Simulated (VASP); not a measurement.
# TiN: relaxation of cell and atoms with r2SCAN

TiN:

```
CELL_PARAMETERS angstrom
0.00000 2.12062 2.12062
2.12062 0.00000 2.12062
2.12062 2.12062 0.00000
ATOMIC_POSITIONS crystal
Ti 0.00000 0.00000 0.00000
N 0.50000 0.50000 0.50000
```

| Item | Value |
| --- | --- |
| Program | VASP 6.6.1 |
| Task | relaxation of cell and atoms |
| Functional | r2SCAN |
| Potentials or basis | VASP PAW PBE potentials, release 64 (Ti_sv, N) |
| Cutoff | 600 eV |
| k mesh | 18 × 18 × 18 |
| Occupations | gaussian, width 0.1 eV |
| Spin | no spin polarisation |
| Dipole correction | no |
| Further INCAR settings | ALGO = Normal; EDIFF = 1e-06; IBRION = 2; EDIFFG = -0.002; NSW = 100; ISIF = 3 |

| Property | Result |
| --- | --- |
| Relaxed volume | 9.53 Å³/atom |
| Relaxed cell | a = 2.998 Å, b = 2.998 Å, c = 2.998 Å, α = 60.00°, β = 60.00°, γ = 60.00° |
| Space group after relaxing (to 0.1 Å) | Fm-3m (No. 225) |
| Energy gained by relaxing | 0.0 meV/atom |
| Ionic steps | 3 |
| Pressure after relaxing | 0.0 GPa |
| Band gap on the k mesh | zero (an odd number of electrons rules out a gap without spin polarisation) |

Final structure:
```
CELL_PARAMETERS angstrom
0.00000 2.12019 2.12019
2.12019 0.00000 2.12019
2.12019 2.12019 0.00000
ATOMIC_POSITIONS crystal
Ti 0.00000 0.00000 0.00000
N 0.50000 0.50000 0.50000
```

Levels at points of the mesh, in eV from the Fermi level:
| k point | band 5 | band 6 | band 7 | band 8 | band 9 | band 10 | band 11 | band 12 |
| --- | --- | --- | --- | --- | --- | --- | --- | --- |
| (0.00, 0.00, 0.00) | -18.27 | -2.39 | -2.39 | -2.39 | -0.62 | -0.62 | -0.62 | 0.58 |
| (0.50, 0.00, 0.00) | -15.83 | -8.51 | -5.92 | -5.92 | 1.73 | 1.73 | 2.43 | 5.93 |
| (0.50, 0.50, 0.00) | -16.91 | -6.28 | -3.62 | -3.62 | -3.10 | 1.66 | 2.44 | 2.44 |

It took 3.8 min on 1 thread of AMD EPYC 7R13, with other jobs on the host, peak memory 0.2 GiB.

Caveat: the PAW data sets were made with another functional, which shifts forces and pressure a little; an odd number of electrons without spin polarisation forces a metal; a magnetic or distorted state may lie lower.
